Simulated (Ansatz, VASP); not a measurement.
## One calculation of NaCdI3, two programs

File INCAR:

```
SYSTEM = NaCdI3
ALGO = Normal
EDIFF = 1E-6
ENCUT = 520
GGA = PE
ISIF = 2
ISMEAR = -1
LASPH = .True.
LCHARG = .False.
LREAL = .False.
LWAVE = .False.
NBANDS = 28
NELM = 60
PREC = Accurate
SIGMA = 0.02
```

File KPOINTS:

```
k-points
0
Gamma
  4 4 4
  0 0 0
```

File POSCAR:

```
NaCdI3
1.0
    6.0214398372      0.0000000000      0.0000000000
    0.0000000000      6.0214398372      0.0000000000
    0.0000000000      0.0000000000      6.0214398372
Na Cd I
1 1 3
Direct
    0.0000000000      0.0000000000      0.0000000000
    0.5000000000      0.5000000000      0.5000000000
    0.5000000000      0.5000000000      0.0000000000
    0.5000000000      0.0000000000      0.5000000000
    0.0000000000      0.5000000000      0.5000000000
```

Input for Ansatz:

```yaml
crystal:
  lattice:
    - [6.0214398372, 0.0, 0.0]
    - [0.0, 6.0214398372, 0.0]
    - [0.0, 0.0, 6.0214398372]
  atoms:
    - { symbol: Na, position: [0.0, 0.0, 0.0] }
    - { symbol: Cd, position: [0.5, 0.5, 0.5] }
    - { symbol: I, position: [0.5, 0.5, 0.0] }
    - { symbol: I, position: [0.5, 0.0, 0.5] }
    - { symbol: I, position: [0.0, 0.5, 0.5] }
kpoints:
  mp_grid: { grid: [4, 4, 4] }
hamiltonian:
  xc: pbe
scf:
  occupations: { method: fermi_dirac, width: 0.02 }
  n_extra_bands: 5
output:
  forces: true
  stress: true
  eigenvalues: true
```

Alike in both runs: task single point; functional PBE; k mesh 4 × 4 × 4; occupations fermi-dirac, width 0.02 eV; no spin polarisation.

|  | VASP | Ansatz |
| --- | --- | --- |
| version | VASP 6.6.1 | Ansatz 0.2.0 |
| potentials or method | VASP PAW PBE potentials, release 64 (Na_pv, Cd, I) | plane waves, PAW |
| plane-wave cutoff (eV) | 520 | 420 |
| valence electrons in the cell | 40 | 80 |

|  | VASP | Ansatz | Ansatz less VASP |
| --- | --- | --- | --- |
| pressure (GPa) | -0.5 | -0.5 | -0.04 |

VASP's potentials hold 40 valence electrons a cell and Ansatz's 80, so a difference there can come from the potentials and not from the codes.

Neither program's run includes spin-orbit coupling.
